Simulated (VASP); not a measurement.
Input of a VASP 6.6.1 run:

Contents of INCAR:

```
SYSTEM = C
PREC = Accurate
ENCUT = 520
EDIFF = 1E-6
ISMEAR = 0
SIGMA = 0.15
LREAL = .False.
LASPH = .True.
NELM = 60
ALGO = Normal
ISIF = 2
LWAVE = .False.
LCHARG = .False.
GGA = PE
IVDW = 12
NBANDS = 16
```

The input KPOINTS:

```
regular mesh
0
Gamma
  18 12 10
  0 0 0
```

Contents of POSCAR:

```
C
1.0
   -2.4646600698      0.0000000000      0.0000000000
    0.0000000000      0.0000000000     -3.5719696368
    0.0000000000     -4.2689164642      0.0000000000
C
4
Direct
    0.5000000000      0.0000000000      0.1638556489
    0.0000000000      0.0000000000      0.6526115779
    0.0000000000      0.0000000000      0.3361443511
    0.5000000000      0.0000000000      0.8473884221
```

Potentials or basis: VASP PAW PBE potentials, release 64 (C).

Run with:

```console
$ cat potpaw_PBE.64/C/POTCAR > POTCAR
$ mpirun -np 1 vasp_std > vasp.out
```

Question: Predict the pressure.

Answer: 3.2 GPa.

Question: Predict the dispersion energy per atom.

Answer: -0.145 eV.

Forces on the atoms (eV/Å):
```
C    0.000 -2.367  0.000
C    0.000 -5.949  0.000
C    0.000  2.367  0.000
C    0.000  5.949  0.000
```

Caveat: the cell differs from its parent crystal (atoms displaced along a vibrational mode); the cell stands under pressure; forces of over 1 eV/Å act on the atoms, so gaps and moduli don't describe the material at rest.
